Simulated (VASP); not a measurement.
A run of VASP 6.6.1 is set up as follows.

File INCAR:

```
PREC     = Accurate       # precision mode
ENCUT    = 520            # plane-wave cutoff, eV
EDIFF    = 1E-6           # SCF threshold, eV
ISMEAR   = 0              # smearing method
SIGMA    = 0.1            # smearing width, eV
LREAL    = F              # projectors in reciprocal space
LASPH    = T              # aspherical terms in the spheres
NELM     = 80             # most SCF steps
ALGO     = Normal         # electronic algorithm
ISIF     = 2              # what is computed and relaxed
LWAVE    = F              # write WAVECAR
LCHARG   = F              # write CHGCAR
GGA      = PE             # functional
NBANDS   = 33             # bands
```

The input KPOINTS:

```
Automatic mesh
0
Gamma
  6 6 6
```

POSCAR

```
Si2W3
1.0
    1.4132680441      0.8159506857     10.8747187214
   -1.4132680441      0.8159506857     10.8747187214
    0.0000000000     -1.6319013713     10.8747187214
Si W
2 3
Direct
    0.3992100000      0.3992100000      0.3992100000
    0.6007900000      0.6007900000      0.6007900000
    0.0000000000      0.0000000000      0.0000000000
    0.2031420167      0.2031420167      0.2031420167
    0.7968579833      0.7968579833      0.7968579833
```

Potentials or basis: VASP PAW PBE potentials, release 64 (Si, W_sv).

Command:

```sh
$ cat potpaw_PBE.64/Si/POTCAR potpaw_PBE.64/W_sv/POTCAR > POTCAR
$ mpirun -np 1 vasp_std > vasp.out
```

Q: Predict the largest force.

A: 0.009 eV/Å.

Q: What does it give for the pressure?

A: 0.2 GPa.

Q: Estimate the band gap on the k mesh.

A: Zero (bands 25 and 26 overlap by 0.95 eV).

Forces on the atoms (eV/Å):
```
Si   0.000  0.000 -0.009
Si   0.000  0.000  0.009
W    0.000  0.000  0.000
W    0.000  0.000  0.000
W    0.000  0.000  0.000
```

Caveat: the k points lie up to 0.43 Å⁻¹ apart, too coarse for converged energies and pressures of a metal; spin-orbit coupling is left out, which moves the levels of the heavy elements.
